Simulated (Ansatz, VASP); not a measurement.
C: VASP beside Ansatz

The input INCAR:

```
ALGO = Normal ; EDIFF = 1E-6
ENCUT = 1300 ; GGA = CA
GGA_COMPAT = False ; ISIF = 2
ISMEAR = 0 ; LASPH = True
LCHARG = True ; LELF = True
LREAL = False ; LVHAR = True
LWAVE = False ; NBANDS = 11
NELM = 120 ; PREC = Accurate
SIGMA = 0.05
```

File KPOINTS:

```
k-points
0
Gamma
  12 12 12
```

The input POSCAR:

```
C
1.0
    0.0000000000      1.8232640915      1.6960002579
    1.8232640915      0.0000000000      1.6960002579
    1.8232640915      1.8232640915      0.0000000000
C
2
Direct
    0.5000000000      0.5000000000      0.5000000000
    0.7500000000      0.7500000000      0.7500000000
```

Input for Ansatz:

```yaml
crystal:
  lattice:
    - [0.0, 1.8232640915, 1.6960002579]
    - [1.8232640915, 0.0, 1.6960002579]
    - [1.8232640915, 1.8232640915, 0.0]
  atoms:
    - { symbol: C, position: [0.5, 0.5, 0.5] }
    - { symbol: C, position: [0.75, 0.75, 0.75] }
basis:
  ecutwfc: 520.0
kpoints:
  mp_grid: { grid: [12, 12, 12] }
hamiltonian:
  xc: lda
  pseudopotentials: { kind: paw, azcp: { folder: soft_1 } }
scf:
  occupations: { method: gaussian, width: 0.05 }
output:
  forces: true
  stress: true
  eigenvalues: true
```

Alike in both runs: task single point; functional LDA; k mesh 12 × 12 × 12; occupations gaussian, width 0.05 eV; no spin polarisation.

|  | VASP | Ansatz |
| --- | --- | --- |
| version | VASP 6.6.1 | Ansatz 0.2.0 |
| potentials or method | VASP PAW LDA potentials, release 64 (C_h), cutoff 1300 eV | scalar-relativistic, plane waves, PAW |
| valence electrons in the cell | 8 | 8 |

```tsv
	VASP	Ansatz	Ansatz less VASP
gap on the k mesh at the Fermi level (eV)	2.37	2.37	+0.006
least direct gap on the mesh (eV)	4.35	4.35	-0.002
pressure (GPa)	-9.6	-10.6	-0.93
traceless stress, the component that is largest in VASP (GPa)	41.56	41.59	+0.030
```

Ansatz warns that its potentials were made for another functional, while VASP's fit it. LDA's correlation is that of Perdew and Zunger in VASP and of Perdew and Wang (1992) in Ansatz.
